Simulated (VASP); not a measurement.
# Ta (C2/c) in VASP: further runs

The runs below take Ta through single point, with BLYP.

Everything below comes from runs of VASP 6.6.1. Logs are shortened: lines on timing, memory, paths and dates and some standing lists are left out, and cuts for length are marked.

### Step 1. The cell of the first run

The typed cell holds 2 atoms: a = 5.385 Å, b = 5.385 Å, c = 3.074 Å, α = 97.80°, β = 97.80°, γ = 147.66°.

### Step 2. Single point, BLYP (volume scaled by 1.08)

INCAR reads:

```
SYSTEM = Ta
AGGAC = 1.0
AGGAX = 1.0
ALDAC = 0.0
ALDAX = 1.0
ALGO = Normal
EDIFF = 1E-6
ENCUT = 520
GGA = B5
ISIF = 2
ISMEAR = -1
LASPH = .TRUE.
LCHARG = .FALSE.
LREAL = .FALSE.
LWAVE = .FALSE.
NBANDS = 18
NELM = 60
PREC = Accurate
SIGMA = 0.1
```

KPOINTS reads:

```
k-points
0
G
  14 14 13
  0 0 0
```

POSCAR reads:

```
Ta
1.0
   -3.6566299134      3.6572861789      1.4996159138
    3.6572861789     -3.6566299134      1.4996159138
    1.8977610533      1.8977610533     -1.4984139622
Ta
2
Direct
    0.9999515128      0.0000484872      1.0000000000
    0.7500484872      0.2499515128      0.5000000000
```

Potentials or basis: VASP PAW PBE potentials, release 64 (Ta_pv).

On the command line:

```console
cat potpaw_PBE.64/Ta_pv/POTCAR > POTCAR
mpirun -np 1 vasp_std > vasp.out
```

OUTCAR:

```text
SYSTEM = Ta
   EDIFF = 1E-6
   ENCUT = 520
   GGA = B5
   ISIF = 2
   ISMEAR = -1
   LASPH = .TRUE.
   LREAL = .FALSE.
   NELM = 60
   PREC = Accurate

 ion  position               nearest neighbor table
   1  1.000  0.000  0.000-   2 3.01   2 3.01   2 3.01   2 3.01
   2  0.750  0.250  0.500-   1 3.01   1 3.01   1 3.01   1 3.01

  LATTYP: Found a base centered monoclinic cell.
 ALAT       =     2.9992319712
 B/A-ratio  =     3.4486960099
 C/A-ratio  =     1.0248619403
 COS(beta)  =    -0.4872093247

  Lattice vectors:

 A1 = (  -3.6566299134,   3.6572861789,   1.4996159138)
 A2 = (   3.6572861789,  -3.6566299134,   1.4996159138)
 A3 = (   1.8977610533,   1.8977610533,  -1.4984139622)

Analysis of symmetry for initial positions (statically):
=====================================================================
 Subroutine PRICEL returns:
 Original cell was already a primitive cell.

 Routine SETGRP: Setting up the symmetry group for a
 base centered monoclinic supercell.

 Subroutine GETGRP returns: Found  4 space group operations
 (whereof  2 operations were pure point group operations)
 out of a pool of  4 trial point group operations.

The static configuration has the point symmetry C_2 .
 The point group associated with its full space group is C_2h.

Analysis of symmetry for dynamics (positions and initial velocities):
=====================================================================
 Subroutine PRICEL returns:
 Original cell was already a primitive cell.

 Routine SETGRP: Setting up the symmetry group for a
 base centered monoclinic supercell.

 Subroutine GETGRP returns: Found  4 space group operations
 (whereof  2 operations were pure point group operations)
 out of a pool of  4 trial point group operations.

The dynamic configuration has the point symmetry C_2 .
 The point group associated with its full space group is C_2h.

 Subroutine INISYM returns: Found  4 space group operations
 (whereof  2 operations are pure point group operations),
 and found     1 'primitive' translations

----------------------------------------------------------------------------------------

                                     Primitive cell

  volume of cell :      41.6367

  direct lattice vectors                    reciprocal lattice vectors
    -3.656629913  3.657286179  1.499615914     0.063243029  0.199968689  0.333361114
     3.657286179 -3.656629913  1.499615914     0.199968689  0.063243029  0.333361114
     1.897761053  1.897761053 -1.498413962     0.263422853  0.263422853 -0.000115280

  length of vectors
     5.384749986  5.384749986  3.073798698     0.393848689  0.393848689  0.372536190

  position of ions in fractional coordinates (direct lattice)
     0.999951513  0.000048487  0.000000000
     0.750048487  0.249951513  0.500000000

  ion indices of the primitive-cell ions
   primitive index   ion index
                 1           1
                 2           2

----------------------------------------------------------------------------------------

 KPOINTS: k-points

Automatic generation of k-mesh.
 Grid dimensions read from file:
 generate k-points for:   14   14   13

 Generating k-lattice:

  Cartesian coordinates                     Fractional coordinates (reciprocal lattice)
     0.004517359  0.014283478  0.023811508     0.071428571  0.000000000  0.000000000
     0.014283478  0.004517359  0.023811508     0.000000000  0.071428571  0.000000000
     0.020263296  0.020263296 -0.000008868    -0.000000000 -0.000000000  0.076923077

  Length of vectors
     0.028132049  0.028132049  0.028656630

  Shift w.r.t. Gamma in fractional coordinates (k-lattice)
     0.000000000  0.000000000  0.000000000

 Subroutine IBZKPT returns following result:
 ===========================================

 Found    687 irreducible k-points:

 Following reciprocal coordinates:
            Coordinates               Weight
  0.000000  0.000000  0.000000      1.000000
  0.071429  0.000000  0.000000      4.000000
  0.142857  0.000000 -0.000000      4.000000
  0.214286  0.000000 -0.000000      4.000000
  0.285714  0.000000  0.000000      4.000000
  0.357143 -0.000000  0.000000      4.000000
[... 16 lines left out ...]
  0.214286  0.142857  0.000000      4.000000
  0.285714  0.142857  0.000000      4.000000
 [... further k-points ...]
   k-points           NKPTS =    687   k-points in BZ     NKDIM =    687   number of bands    NBANDS=     18
   number of dos      NEDOS =    301   number of ions     NIONS =      2
   total plane-waves  NPLWV =  38400
   dimension x,y,z NGX =    40 NGY =   40 NGZ =   24
   dimension x,y,z NGXF=    80 NGYF=   80 NGZF=   48
   ions per type =               2
   NGX,Y,Z   is equivalent  to a cutoff of  12.35, 12.35, 12.98 a.u.
   NGXF,Y,Z  is equivalent  to a cutoff of  24.70, 24.70, 25.96 a.u.
 SYSTEM =  Ta
   PREC   = accura    normal or accurate (medium, high low for compatibility)
   ISTART =      0    job   : 0-new  1-cont  2-samecut
   ICHARG =      2    charge: 1-file 2-atom 10-const
   ISPIN  =      1    spin polarized calculation?
   LNONCOLLINEAR =      F non collinear calculations
   LSORBIT =      F    spin-orbit coupling
   LASPH  =      T    aspherical Exc in radial PAW
   ENCUT  =  520.0 eV  38.22 Ry    6.18 a.u.  10.01 10.01  5.72*2*pi/ulx,y,z
   NELM   =     60;   NELMIN=  2; NELMDL= -5     # of ELM steps
   EDIFF  = 0.1E-05   stopping-criterion for ELM
   LREAL  =      F    real-space projection
   EDIFFG = 0.1E-04   stopping-criterion for IOM
   NSW    =      0    number of steps for IOM
   IBRION =     -1    ionic relax: 0-MD 1-quasi-New 2-CG
   NFREE  =      0    steps in history (QN), initial steepest desc. (CG)
   ISIF   =      2    stress and relaxation
   ISYM   =      2    0-nonsym 1-usesym 2-fastsym
   POTIM  = 0.5000    time-step for ionic-motion
   TEBEG  =    0.0;   TEEND  =   0.0 temperature during run
   PSTRESS=    0.0 pullay stress
   NELECT =      22.0000    total number of electrons
   NUPDOWN=      -1.0000    fix difference up-down
   EMIN   =  10.00;   EMAX   =-10.00  energy-range for DOS
   EFERMI =   0.00;   METHOD = LEGACY
   ISMEAR =    -1;   SIGMA  =   0.10  broadening in eV -4-tet -1-fermi 0-gaus
   EFERMI_NEDOS =   21; number of points for ismear=-14 and -15
   IALGO  =     38    algorithm
   IMIX   =      4    mixing-type and parameters
     AMIX     =   0.40;   BMIX     =  1.00
     AMIX_MAG =   1.60;   BMIX_MAG =  1.00
  volume/ion in A,a.u.               =      20.82       140.49
  Fermi-wavevector in a.u.,A,eV,Ry     =   1.323499  2.501050 23.832631  1.751649
  Thomas-Fermi vector in A             =   2.453102
   LORBIT       =      0    0 simple, 1 ext, 2 COOP (PROOUT), +10 PAW based schemes
   GGA     = B5    functional components
   LHFCALC =     F    Hartree Fock is set to
   AEXX    =    0.0000 exact exchange contribution
   IVDW    =     0    specifies the selected vdW correction
   LEPSILON=     F    determine dielectric tensor
   LRPA    =     F    only Hartree local field effects (RPA)
 non-spin polarized calculation
  energy-cutoff  :      520.00
  volume of cell :       41.64
 maximum number of plane-waves:      1140
   NGX = 19   NGY = 19   NGZ = 11

 number of electron      22.0000002 magnetization

 Free energy of the ion-electron system (eV)
  ---------------------------------------------------
  ext. energy  EPLUGINS =         0.00000000
  ---------------------------------------------------
  free energy    TOTEN  =       -20.31155236 eV

  energy without entropy =      -20.22879590  energy(sigma->0) =      -20.27017413

 E-fermi :   5.1150     XC(G=0): -11.2764

 val. band max:        5.1128338407   @ k =   0.2143   0.1429   0.3846
 cond. band min:       5.1151458537   @ k =  -0.3571   0.5000   0.1538
 fundamental gap:      0.0023120130
 Fermi energy:         5.1149503552

 k-point     1 :       0.0000    0.0000    0.0000
  band No.  band energies     occupation
      1     -29.3176      2.00000
      2     -28.6438      2.00000
      3     -28.5673      2.00000
      4     -28.5548      2.00000
      5     -28.5504      2.00000
      6     -28.5208      2.00000
[... 10 lines left out ...]
     17       8.6068      0.00000
     18      10.1469      0.00000

 k-point     2 :       0.0714    0.0000    0.0000
  band No.  band energies     occupation
      1     -29.3056      2.00000
      2     -28.6602      2.00000
      3     -28.5866      2.00000
      4     -28.5828      2.00000
      5     -28.5637      2.00000
      6     -28.5308      2.00000
[... 10 lines left out ...]
     17       8.9702      0.00000
     18      10.1889      0.00000

 k-point     3 :       0.1429    0.0000   -0.0000
  band No.  band energies     occupation
      1     -29.2719      2.00000
      2     -28.7234      2.00000
      3     -28.6774      2.00000
      4     -28.6405      2.00000
      5     -28.5725      2.00000
      6     -28.5518      2.00000
[... 10 lines left out ...]
     17       9.4300      0.00000
     18      10.4788      0.00000

 k-point     4 :       0.2143    0.0000   -0.0000
  band No.  band energies     occupation
      1     -29.2237      2.00000
      2     -28.8502      2.00000
      3     -28.8024      2.00000
      4     -28.6869      2.00000
      5     -28.5994      2.00000
      6     -28.5700      2.00000
[... 375 lines left out ...]
      4     -28.7306      2.00000
      5     -28.6194      2.00000
      6     -28.5755      2.00000
[... 10 lines left out ...]
     17       9.4125      0.00000
     18      12.1557      0.00000

 k-point    23 :       0.2143    0.1429    0.0000
  band No.  band energies     occupation
      1     -29.1999      2.00000
      2     -29.0883      2.00000
      3     -29.0361      2.00000
      4     -28.7655      2.00000
      5     -28.6506      2.00000
      6     -28.5928      2.00000
[... 10 lines left out ...]
     17       9.6715      0.00000
     18      12.3583      0.00000

 k-point    24 :       0.2857    0.1429    0.0000
  band No.  band energies     occupation
      1     -29.2562      2.00000
      2     -29.1725      2.00000
      3     -29.0173      2.00000
      4     -28.7881      2.00000
      5     -28.6763      2.00000
      6     -28.6155      2.00000
[... 10 lines left out ...]
     17      10.4386      0.00000
     18      12.1887      0.00000

 [... further k-points ...]

------------------------ aborting loop because EDIFF is reached ----------------------------------------

  FORCE on cell =-STRESS in cart. coord.  units (eV):
  Direction    XX          YY          ZZ          XY          YZ          ZX
  --------------------------------------------------------------------------------------
  -------------------------------------------------------------------------------------
  Total       -2.8897461     -2.8897461     -2.7659824     -0.1275438     -0.0060963     -0.0060963
  in kB     -111.1971608   -111.1971608   -106.4347458     -4.9078754     -0.2345856     -0.2345850
  external PRESSURE =    -109.6096892 kB  Pullay stress =       0.0000000 kB

 VOLUME and BASIS-vectors are now :
 -----------------------------------------------------------------------------
  energy-cutoff  :      520.00
  volume of cell :       41.64
      direct lattice vectors                 reciprocal lattice vectors
    -3.656629913  3.657286179  1.499615914     0.063243029  0.199968689  0.333361114
     3.657286179 -3.656629913  1.499615914     0.199968689  0.063243029  0.333361114
     1.897761053  1.897761053 -1.498413962     0.263422853  0.263422853 -0.000115280

 POSITION                                       TOTAL-FORCE (eV/Angst)
 -----------------------------------------------------------------------------------
     -3.65628      3.65693      1.49962        -0.002737      0.002737     -0.000000
     -0.87962      2.77804      0.75041         0.002737     -0.002737      0.000000
 -----------------------------------------------------------------------------------
    total drift:                                0.000000      0.000000     -0.000000

  FREE ENERGIE OF THE ION-ELECTRON SYSTEM (eV)
  ---------------------------------------------------
  free  energy   TOTEN  =       -20.3115523627 eV

  energy  without entropy=      -20.2287958982  energy(sigma->0) =      -20.27017413
```

It took 5.4 min on 1 thread of Intel Xeon Platinum 8488C (Sapphire Rapids), shared host; peak memory 0.52 GiB.

What came out:

| Quantity | Value |
| --- | --- |
| Free energy | -20.3116 eV |
| Pressure | -11.0 GPa |
| Largest force | 0.004 eV/Å |
| Band gap on the k mesh | zero (band 11 reaches 6.48 eV, above the bottom of band 12 at 4.35 eV) |

Forces on the atoms (eV/Å):
```
Ta  -0.003  0.003  0.000
Ta   0.003 -0.003  0.000
```

Stress tensor (GPa, compression positive):
```
-11.12  -0.49  -0.02
 -0.49 -11.12  -0.02
 -0.02  -0.02 -10.64
```

Caveat: the PAW data sets were made with another functional, which shifts forces and pressure a little; spin-orbit coupling is left out, which moves the levels of the heavy elements.

### Step 3. Single point, BLYP (volume scaled by 1.12)

INCAR reads:

```
  PREC = Accurate
  ENCUT = 520
  EDIFF = 1E-6
  ISMEAR = -1
  SIGMA = 0.1
  LREAL = F
  LASPH = T
  NELM = 80
  ALGO = Normal
  ISIF = 2
  LWAVE = F
  LCHARG = T
  GGA = B5
  ALDAX = 1.0
  AGGAX = 1.0
  AGGAC = 1.0
  ALDAC = 0.0
  LELF = T
  LVHAR = T
  NBANDS = 18
```

KPOINTS reads:

```
Automatic mesh
0
Gamma
  14 14 13
```

POSCAR reads:

```
Ta
1.0
   -3.7012273564      3.7018916260      1.5179057153
    3.7018916260     -3.7012273564      1.5179057153
    1.9209067619      1.9209067619     -1.5166891043
Ta
2
Direct
    0.9999515128      0.0000484872      1.0000000000
    0.7500484872      0.2499515128      0.5000000000
```

Potentials or basis: VASP PAW PBE potentials, release 64 (Ta_pv).

On the command line:

```console
cat potpaw_PBE.64/Ta_pv/POTCAR > POTCAR
mpirun -np 1 vasp_std > vasp.out
```

Wall time 7.6 min (1 thread of Intel Xeon Platinum 8488C (Sapphire Rapids), shared host); peak memory 0.54 GiB.

The run converged. Its results:

- Free energy: -20.1847 eV
- Pressure: -15.3 GPa
- Band gap on the k mesh: zero (band 11 reaches 6.10 eV, above the bottom of band 12 at 4.08 eV)

Forces in eV/Å, atoms in the order of the input:
```
Ta  -0.002  0.002  0.000
Ta   0.002 -0.002  0.000
```

Stress tensor (GPa, compression positive):
```
-15.59  -0.67  -0.01
 -0.67 -15.59  -0.01
 -0.01  -0.01 -14.78
```

Levels at points of the mesh, in eV from the Fermi level:
| k point | band 8 | band 9 | band 10 | band 11 | band 12 | band 13 | band 14 | band 15 |
| --- | --- | --- | --- | --- | --- | --- | --- | --- |
| (0.00, 0.00, 0.00) | -3.99 | -0.36 | 0.25 | 0.45 | 1.18 | 1.19 | 1.32 | 1.73 |
| (0.50, 0.00, 0.00) | -3.00 | -2.39 | -0.73 | 0.22 | 0.95 | 2.19 | 3.53 | 4.93 |
| (0.50, 0.50, 0.00) | -5.50 | -0.83 | -0.83 | 0.54 | 0.55 | 1.62 | 1.62 | 2.16 |

Caveat: the PAW data sets were made with another functional, which shifts forces and pressure a little; spin-orbit coupling is left out, which moves the levels of the heavy elements.
